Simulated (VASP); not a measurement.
Here is a VASP 6.6.1 calculation.

File INCAR:

```
PREC = Accurate
ENCUT = 520
EDIFF = 1E-6
ISMEAR = 0
SIGMA = 0.05
LREAL = F
LASPH = T
NELM = 80
ALGO = Normal
ISIF = 2
LWAVE = F
LCHARG = T
GGA = PE
LELF = T
LVHAR = T
NBANDS = 16
```

File KPOINTS:

```
Automatic mesh
0
Gamma
  6 6 6
```

Contents of POSCAR:

```
BN
1.0
    0.0000000000     -1.8123937734     -1.8123937734
   -1.8123937734      0.0000000000     -1.8123937734
    1.8123937734      1.8123937734     -3.6247875468
B N
2 2
Direct
   -0.0381536883      0.0184827760      0.0000000000
    0.5381536883      0.4815172240      0.5000000000
    0.3359548386      0.3939146320      0.8750000000
    0.9140451614      0.8560853680      0.3750000000
```

Potentials or basis: VASP PAW PBE potentials, release 64 (B, N).

The run is started by

```console
$ cat potpaw_PBE.64/B/POTCAR potpaw_PBE.64/N/POTCAR > POTCAR
$ mpirun -np 1 vasp_std > vasp.out
```

Estimate the pressure.

0.0 GPa.

What does it give for the largest force?

1.058 eV/Å.

Stress tensor (GPa, compression positive):
```
 0.89  0.62 -0.16
 0.62 -1.72 -0.64
-0.16 -0.64  0.78
```

Caveat: the k points lie up to 0.48 Å⁻¹ apart; the cell differs from its parent crystal (mode 4 frozen in at -0.017 Å and mode 5 at +0.085 Å (largest displacements)); forces of over 1 eV/Å act on the atoms, so gaps and moduli don't describe the material at rest.
